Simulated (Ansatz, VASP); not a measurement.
Two plane-wave programs on ZrSc3F2

The input INCAR:

```
PREC = Accurate
ENCUT = 600
EDIFF = 1E-6
ISMEAR = 0
SIGMA = 0.1
LREAL = False
LASPH = True
NELM = 100
ALGO = Normal
ISIF = 3
LWAVE = False
LCHARG = False
GGA = PE
IBRION = 2
NSW = 90
EDIFFG = -0.04
```

KPOINTS

```
Automatic mesh
0
Gamma
  6 6 6
```

The input POSCAR:

```
ZrSc3F2
1.0
    5.5488926900      0.0000000000      0.0000000000
   -2.7744463400      4.8054820300      0.0000000000
    0.0000000000      0.0000000000      3.3788199600
Zr Sc F
1 3 2
Direct
    0.0000000000      0.0000000000      0.0000000000
    0.5000000000      0.0000000000      0.5000000000
    0.5000000000      0.5000000000      0.5000000000
    0.0000000000      0.5000000000      0.5000000000
    0.3333333300      0.6666666700      0.0000000000
    0.6666666700      0.3333333300      0.0000000000
```

Input for Ansatz:

```yaml
crystal:
  lattice:
    - [5.54889269, 0.0, 0.0]
    - [-2.77444634, 4.80548203, 0.0]
    - [0.0, 0.0, 3.37881996]
  atoms:
    - { symbol: Zr, position: [0.0, 0.0, 0.0] }
    - { symbol: Sc, position: [0.5, 0.0, 0.5] }
    - { symbol: Sc, position: [0.5, 0.5, 0.5] }
    - { symbol: Sc, position: [0.0, 0.5, 0.5] }
    - { symbol: F, position: [0.33333333, 0.66666667, 0.0] }
    - { symbol: F, position: [0.66666667, 0.33333333, 0.0] }
basis:
  ecutwfc: 420
kpoints:
  mp_grid: { grid: [6, 6, 6] }
hamiltonian:
  xc: pbe
scf:
  occupations: { method: gaussian, width: 0.1 }
  lower_state_search: "off"
output:
  forces: true
  stress: true
  eigenvalues: true
relax:
  adjacent_minimum: "off"
  f_tol: 0.04
  max_steps: 70
  cell: { stress_tol: 0.4 }
```

Change from the starting cell: species swapped into the ScCo3B2 type (P6/mmm, No. 191).

Alike in both runs: task relaxation of cell and atoms; functional PBE; k mesh 6 × 6 × 6; occupations gaussian, width 0.1 eV; no spin polarisation.

```csv
,VASP,Ansatz
version,VASP 6.6.1,Ansatz 0.2.0
potentials or method,"VASP PAW PBE potentials, release 64 (Zr_sv, Sc_sv, F), cutoff 600 eV","scalar-relativistic, plane waves, PAW"
valence electrons in the cell,59,59
```

|  | VASP | Ansatz | Ansatz less VASP |
| --- | --- | --- | --- |
| gap on the k mesh at the Fermi level, each at its own relaxed structure (eV) | none | none | - |
| relaxed volume (Å³/atom) | 17.34 | 17.42 | +0.087 |
| relaxed cell length with the largest relative difference (Å) | 6.514 | 6.541 | +0.0276 |

A gap of «none» marks a metal or a gap that the smearing closes.

Noted on VASP's run: the volume moved by over 15 % at a fixed basis, so the end points are rough.
